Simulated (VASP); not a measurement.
Input of a VASP 6.6.1 run:

Contents of INCAR:

```
SYSTEM = B
ALGO = Normal
EDIFF = 1E-6
ENCUT = 520
GGA = PE
ISIF = 2
ISMEAR = -1
LASPH = .True.
LCHARG = .False.
LREAL = .False.
LWAVE = .False.
NBANDS = 8
NELM = 100
PREC = Accurate
SIGMA = 0.05
```

File KPOINTS:

```
k-points
0
Gamma
  22 22 22
  0 0 0
```

Contents of POSCAR:

```
B
1.0
    1.8842161757      0.0000000000      0.0000000000
    0.0000000000      1.8842161757      0.0000000000
    0.0000000000      0.0000000000      1.8842161757
B
1
Direct
    0.0000000000      0.0000000000      0.0000000000
```

Potentials or basis: VASP PAW PBE potentials, release 64 (B).

Command:

```console
$ cat potpaw_PBE.64/B/POTCAR > POTCAR
$ mpirun -np 1 vasp_std > vasp.out
```

(1) Estimate the pressure.

Results:

(1) 0.1 GPa.
